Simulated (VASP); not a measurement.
A run of VASP 6.6.1 is set up as follows.

INCAR

```
SYSTEM = Hf
ALGO = Fast
EDIFF = 1E-6
ENCUT = 520
GGA = PE
ISIF = 2
ISMEAR = -1
LASPH = .TRUE.
LCHARG = .TRUE.
LELF = .TRUE.
LREAL = .FALSE.
LVHAR = .TRUE.
LWAVE = .FALSE.
NBANDS = 17
NELM = 60
PREC = Accurate
SIGMA = 0.05
```

Contents of KPOINTS:

```
k-points
0
G
  10 10 5
  0 0 0
```

File POSCAR:

```
Hf
1.0
    3.1967000000      0.0319670000      0.0000000000
   -1.5706657659      2.7524399083      0.0000000000
    0.0000000000      0.0000000000      5.0578000000
Hf
2
Direct
    0.6666666667      0.3333333333      0.7500000000
    0.3333333333      0.6666666667      0.2500000000
```

Potentials or basis: VASP PAW PBE potentials, release 64 (Hf_pv).

Launch:

```console
$ cat potpaw_PBE.64/Hf_pv/POTCAR > POTCAR
$ mpirun -np 1 vasp_std > vasp.out
```

Estimate the pressure.

0.2 GPa.

What does it give for the largest force?

0.050 eV/Å.

Estimate the band gap on the k mesh.

zero (band 10 reaches 5.92 eV, above the bottom of band 11 at 4.57 eV).

Stress tensor (GPa, compression positive):
```
 0.35 -1.33  0.00
-1.33  0.36  0.00
 0.00  0.00 -0.12
```

Caveat: spin-orbit coupling is left out, which moves the levels of the heavy elements.
